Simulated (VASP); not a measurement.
A run of VASP 6.6.1 is set up as follows.

The input POSCAR:

```
HfO2
1.0
    3.5231719663      0.0000000000      0.0000000000
    0.0000000000      3.5231719663      0.0000000000
    0.0000000000      0.0000000000      5.2494980156
Hf O
2 4
Direct
    0.5000000000      0.5000000000      0.5000000000
    0.0000000000      0.0000000000      0.0000000000
    0.0000000000      0.5000000000      0.6961635351
    0.5000000000      0.0000000000      0.8038364649
    0.5000000000      0.0000000000      0.3038364649
    0.0000000000      0.5000000000      0.1961635351
```

Contents of INCAR.step1:

```
SYSTEM = HfO2
  PREC = Accurate
  ENCUT = 520
  ISMEAR = 0
  SIGMA = 0.02
  LREAL = .False.
  LASPH = .True.
  NELM = 100
  NBANDS = 31
  GGA = PE
  ALGO = Normal
  EDIFF = 1E-4
  LWAVE = .True.
  LCHARG = .False.
```

File INCAR.step2:

```
SYSTEM = HfO2
  PREC = Accurate
  ENCUT = 520
  EDIFF = 1E-6
  ISMEAR = 0
  SIGMA = 0.02
  LREAL = .False.
  LASPH = .True.
  NELM = 100
  ALGO = Normal
  ISIF = 2
  LWAVE = .False.
  LCHARG = .False.
  METAGGA = R2SCAN
  LMIXTAU = .True.
  NBANDS = 31
  ISTART = 1
```

File KPOINTS:

```
regular mesh
0
Gamma
  6 6 6
  0 0 0
```

Potentials or basis: VASP PAW PBE potentials, release 64 (Hf_pv, O).

Launch:

```bash
$ cat potpaw_PBE.64/Hf_pv/POTCAR potpaw_PBE.64/O/POTCAR > POTCAR
$ cp INCAR.step1 INCAR
$ mpirun -np 1 vasp_std > vasp.out
$ cp INCAR.step2 INCAR
$ mpirun -np 1 vasp_std > vasp.out
```

Problem. What does it give for the largest force?

Solution. 0.038 eV/Å.

Problem. Estimate the band gap on the k mesh.

Solution. 5.29 eV (least direct gap 5.36 eV).

Forces on the atoms (eV/Å):
```
Hf   0.000  0.000  0.000
Hf   0.000  0.000  0.000
O    0.000  0.000 -0.038
O    0.000  0.000  0.038
O    0.000  0.000  0.038
O    0.000  0.000 -0.038
```

Caveat: the cell differs from its parent crystal (biaxial strain in the a-b plane: -1.5 %); the PAW data sets were made with another functional, which shifts forces and pressure a little; spin-orbit coupling is left out, which moves the levels of the heavy elements. A k mesh can miss the band edges.
